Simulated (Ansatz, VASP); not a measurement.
## Br: VASP beside Ansatz

INCAR

```
ALGO = Normal
EDIFF = 1E-7
EDIFFG = -0.005
ENCUT = 600
GGA = PE
IBRION = 2
ISIF = 3
ISMEAR = -1
LASPH = True
LCHARG = False
LREAL = False
LWAVE = False
NELM = 60
NSW = 60
PREC = Accurate
SIGMA = 0.08
```

KPOINTS

```
k-points
0
Gamma
  16 16 16
```

The input POSCAR:

```
Br
1.0
   -1.8898815748      1.8898815748      1.8898815748
    1.8898815748     -1.8898815748      1.8898815748
    1.8898815748      1.8898815748     -1.8898815748
Br
1
Direct
    0.0000000000      0.0000000000      0.0000000000
```

Input for Ansatz:

```yaml
crystal:
  lattice:
    - [-1.8898815748, 1.8898815748, 1.8898815748]
    - [1.8898815748, -1.8898815748, 1.8898815748]
    - [1.8898815748, 1.8898815748, -1.8898815748]
  atoms:
    - { symbol: Br, position: [0.0, 0.0, 0.0] }
kpoints:
  mp_grid: { grid: [16, 16, 16] }
scf:
  occupations: { method: fermi_dirac, width: 0.08 }
hamiltonian:
  xc: pbe
  pseudopotentials: { kind: paw }
output:
  forces: true
  stress: true
relax:
  f_tol: 0.005
  max_steps: 40
  cell: {}
```

Alike in both runs: task relaxation of cell and atoms; functional PBE; k mesh 16 × 16 × 16; occupations fermi-dirac, width 0.08 eV; no spin polarisation.

|  | VASP | Ansatz |
| --- | --- | --- |
| version | VASP 6.6.1 | Ansatz 0.2.0 |
| potentials or method | VASP PAW PBE potentials, release 64 (Br) | PAW with Ansatz's default frozen-core files, scalar-relativistic |
| plane-wave cutoff (eV) | 600 | 420 |
| valence electrons in the cell | 7 | 7 |

```csv
,VASP,Ansatz,Ansatz less VASP
relaxed volume (Å³/atom),26.84,26.83,-0.006
relaxed cell length with the largest relative difference (Å),3.267,3.267,-0.0002
```
